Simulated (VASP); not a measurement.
A run of VASP 6.6.1:

The input INCAR:

```
SYSTEM = HC12
ALGO = Normal
DIPOL = 0.5 0.5 0.302
EDIFF = 1E-6
ENCUT = 520
GGA = PE
IDIPOL = 3
ISIF = 2
ISMEAR = 0
ISPIN = 2
IVDW = 12
LASPH = .TRUE.
LCHARG = .FALSE.
LDIPOL = .TRUE.
LORBIT = 11
LREAL = .FALSE.
LWAVE = .FALSE.
MAGMOM = 0 0 0 0 0 0 0 0 0 0 0 0 1
NBANDS = 40
NELM = 150
PREC = Accurate
SIGMA = 0.05
```

The input KPOINTS:

```
k-points
0
G
  6 7 1
  0 0 0
```

POSCAR

```
HC12
1.0
    4.9311586502      0.0000000000      0.0000000000
    0.0000000000      4.0098697767      0.0000000000
    0.0000000000      0.0000000000     21.6014232414
C H
12 1
Direct
    0.2500000000      0.3776970832      0.1851729840
    0.7500000000      0.3776970832      0.1851729840
    0.0000000000      0.4720802753      0.2130426460
    0.5000000000      0.4720802753      0.2130426460
    0.0000000000      0.6609562027      0.2688143161
    0.5000000000      0.6609562027      0.2688143161
    0.2500000000      0.7503681903      0.2962457608
    0.7500000000      0.7503681903      0.2962457608
    0.2500000000      0.9412921293      0.3552728042
    0.7500000000      0.9412921293      0.3552728042
    0.0000000000      0.0234303656      0.3796705036
    0.5000000000      0.0234303656      0.3796705036
    0.2500000000      0.1900970322      0.5231795662
```

Potentials or basis: VASP PAW PBE potentials, release 64 (C, H).

The run is started by

```console
$ cat potpaw_PBE.64/C/POTCAR potpaw_PBE.64/H/POTCAR > POTCAR
$ mpirun -np 1 vasp_std > vasp.out
```

Hardware: 1 thread of Oxide Virtual Turin-like Processor (shared host).

Problem. Estimate the wall time of this run.

Solution. Wall time 16 min on 1 thread of Oxide Virtual Turin-like Processor, with other jobs on the host, peak memory 0.82 GiB. Counts: scf iterations 41, k points 16.
